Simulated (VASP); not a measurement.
The system is CsI.

```
Cs I
1.0
     4.60808    0.00000    0.00000
     0.00000    4.60808    0.00000
     0.00000    0.00000    4.60808
Cs I
1 1
Direct
  0.00000 0.00000 0.00000
  0.50000 0.50000 0.50000
```

Base run:

| Quantity | Value |
| --- | --- |
| Program | VASP 6.6.1 |
| Functional | HSE06 |
| Potentials or basis | VASP PAW PBE potentials, release 64 (Cs_sv, I) |
| Cutoff | 400 eV |
| k mesh | 4 × 4 × 4 |
| Occupations | gaussian, width 0.01 eV |
| Spin | no spin polarisation |

Its results: band gap on the k mesh 4.78 eV (least direct gap 4.88 eV); pressure 0.2 GPa.

**Question.** The run is repeated on the same cell with these changes: functional from HSE06 to LDA; potentials or basis from VASP PAW PBE potentials, release 64 (Cs_sv, I) to VASP PAW LDA potentials, release 64 (Cs_sv, I); cutoff from 400 eV to 500 eV. What comes out?

**Answer.** Band gap on the k mesh 3.45 eV (least direct gap 3.54 eV); pressure -1.6 GPa.

Caveats: spin-orbit coupling is left out, which moves the levels of the heavy elements; the PAW data sets were made with another functional, which shifts forces and pressure a little (at least some runs).

A k mesh can miss the band edges.
